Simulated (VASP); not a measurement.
The system is MoSe.

```
Mo Se
1.0
     4.07308    0.00000    0.00000
    -2.03654    3.52739    0.00000
     0.00000    0.00000    5.09853
Mo Se
2 2
Cartesian
  0.0000 0.0000 0.0000
  0.0000 0.0000 2.5493
  0.0000 2.3516 1.2746
  2.0365 1.1758 3.8239
```

Base run:

```yaml
Program: VASP 6.6.1
Functional: revPBE
Potentials_or_basis: VASP PAW PBE potentials, release 64 (Mo_sv, Se)
Cutoff: 520 eV
k_mesh: 10 × 10 × 6
Occupations: tetrahedron
Spin: collinear spin
Starting_moments: "[3.0, 3.0, 0.0, 0.0] μB"
```

Its results: band gap on the k mesh zero (filled and empty bands overlap); pressure 2.3 GPa; net moment 0.00 μB per cell.

The run is repeated on the same cell with these changes: functional from revPBE to PBE; further incar settings from ALGO = Normal; EDIFF = 1e-06; NBANDS = 32 to ALGO = Normal; EDIFF = 1e-07; NBANDS = 32. What comes out?

Band gap on the k mesh zero (filled and empty bands overlap); pressure 0.1 GPa; net moment 0.00 μB per cell.

Caveats: the PAW data sets were made with another functional, which shifts forces and pressure a little (at least some runs); tetrahedron occupations give inexact forces and stress in metals (at least some runs).
